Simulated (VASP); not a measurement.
Write the native input for VASP 6.6.1 that does the following.

```
Task                   : single point
Functional             : r2SCAN
Potentials or basis    : VASP PAW PBE potentials, release 64 (Os)
Cutoff                 : 520 eV
k mesh                 : 10 × 10 × 13
Occupations            : fermi-dirac, width 0.1 eV
Spin                   : no spin polarisation
Dipole correction      : no
Further INCAR settings : ALGO = Normal; EDIFF = 1e-06; NBANDS = 19
```

Crystal: Os.

```
Os
1.0
     4.35246    0.00000    0.00000
    -2.17623    3.76934    0.00000
     0.00000    0.00000    2.74003
Os
3
Direct
  0.00000 0.00000 0.00000
  0.33333 0.66667 0.50000
  0.66667 0.33333 0.50000
```

This isn't the form of Os at room conditions, which is hcp.

These files were run (other wordings do the same):

POSCAR

```
Os
1.0
    4.3524561236      0.0000000000      0.0000000000
   -2.1762280618      3.7693375719      0.0000000000
    0.0000000000      0.0000000000      2.7400262689
Os
3
Direct
    1.0000000000      1.0000000000      1.0000000000
    0.3333333333      0.6666666667      0.5000000000
    0.6666666667      0.3333333333      0.5000000000
```

INCAR.step1

```
PREC = Accurate
ENCUT = 520
ISMEAR = -1
SIGMA = 0.1
LREAL = F
LASPH = T
NELM = 80
NBANDS = 19
GGA = PE
ALGO = Normal
EDIFF = 1E-4
LWAVE = T
LCHARG = F
```

INCAR.step2

```
PREC = Accurate
ENCUT = 520
EDIFF = 1E-6
ISMEAR = -1
SIGMA = 0.1
LREAL = F
LASPH = T
NELM = 80
ALGO = Normal
ISIF = 2
LWAVE = F
LCHARG = T
METAGGA = R2SCAN
LMIXTAU = T
LELF = T
LVHAR = T
NBANDS = 19
ISTART = 1
```

KPOINTS

```
regular mesh
0
Gamma
  10 10 13
```

Potentials or basis: VASP PAW PBE potentials, release 64 (Os).

Command:

```bash
$ cat potpaw_PBE.64/Os/POTCAR > POTCAR
$ cp INCAR.step1 INCAR
$ mpirun -np 1 vasp_std > vasp.out
$ cp INCAR.step2 INCAR
$ mpirun -np 1 vasp_std > vasp.out
```

It gave:

```
Pressure               : -13.9 GPa
Band gap on the k mesh : zero (bands 12 and 13 overlap by 2.50 eV)
```

Caveat: the cell stands under tension; the PAW data sets were made with another functional, which shifts forces and pressure a little; spin-orbit coupling is left out, which moves the levels of the heavy elements.

It took 3.5 min on 1 thread of Oxide Virtual Turin-like Processor, with other jobs on the host, peak memory 0.18 GiB.
